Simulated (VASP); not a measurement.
Wanted: the native input for a VASP 6.6.1 run.

| Property | Result |
| --- | --- |
| Task | single point |
| Functional | PBE |
| Potentials or basis | VASP PAW PBE potentials, release 64 (In_d, H) |
| Cutoff | 520 eV |
| k mesh | 12 × 12 × 10 |
| Occupations | gaussian, width 0.1 eV |
| Spin | no spin polarisation |
| Dipole correction | no |
| Further INCAR settings | ALGO = Normal; EDIFF = 1e-06; NBANDS = 22 |

The structure of InH lies in POSCAR:

```
InH
1.0
    3.6024970840      0.0000000000      0.0000000000
    0.0000000000      3.8358209538      0.0000000000
    0.0000000000      0.0000000000      4.9031783668
In H
2 2
Direct
    0.0000000000      0.0000000000      0.7312117892
    0.5000000000      0.5000000000      0.2687882108
    0.0000000000      0.5000000000      0.9803596119
    0.5000000000      0.0000000000      0.0196403881
```

The input as run:

INCAR

```
SYSTEM = InH
PREC = Accurate
ENCUT = 520
EDIFF = 1E-6
ISMEAR = 0
SIGMA = 0.1
LREAL = .False.
LASPH = .True.
NELM = 80
ALGO = Normal
ISIF = 2
LWAVE = .False.
LCHARG = .True.
GGA = PE
LELF = .True.
LVHAR = .True.
NBANDS = 22
```

KPOINTS

```
regular mesh
0
Gamma
  12 12 10
  0 0 0
```

Potentials or basis: VASP PAW PBE potentials, release 64 (In_d, H).

Run with:

```sh
$ cat potpaw_PBE.64/In_d/POTCAR potpaw_PBE.64/H/POTCAR > POTCAR
$ mpirun -np 1 vasp_std > vasp.out
```

It gave:

* Pressure: 0.0 GPa
* Largest force: 0.005 eV/Å
* Band gap on the k mesh: zero (band 14 reaches 8.75 eV, above the bottom of band 15 at 4.83 eV)

Caveat: spin-orbit coupling is left out, which moves the levels of the heavy elements.

Wall time 4.1 min on 1 thread of Intel(R) Xeon(R) Platinum 8259CL CPU @ 2.50GHz (Skylake/Cascade Lake), with other jobs on the host, peak memory 0.46 GiB.
